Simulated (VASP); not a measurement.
A run of VASP 6.6.1 is set up as follows.

INCAR

```
PREC = Accurate
ENCUT = 520
EDIFF = 1E-6
ISMEAR = 1
SIGMA = 0.05
LREAL = False
LASPH = True
NELM = 80
ALGO = Normal
ISIF = 2
LWAVE = False
LCHARG = True
GGA = PE
LELF = True
LVHAR = True
NBANDS = 18
```

File KPOINTS:

```
Automatic mesh
0
Gamma
  6 6 6
```

Contents of POSCAR:

```
BiTe
1.0
    0.0000000000      3.2350000000      3.2350000000
    3.2350000000      0.0000000000      3.2350000000
    3.2350000000      3.2350000000      0.0000000000
Bi Te
1 1
Direct
    0.0000000000      0.0000000000      0.0000000000
    0.5000000000      0.5000000000      0.5000000000
```

Potentials or basis: VASP PAW PBE potentials, release 64 (Bi_d, Te).

The run is started by

```bash
$ cat potpaw_PBE.64/Bi_d/POTCAR potpaw_PBE.64/Te/POTCAR > POTCAR
$ mpirun -np 1 vasp_std > vasp.out
```

Task: What does it give for the pressure?

Result: 1.0 GPa.
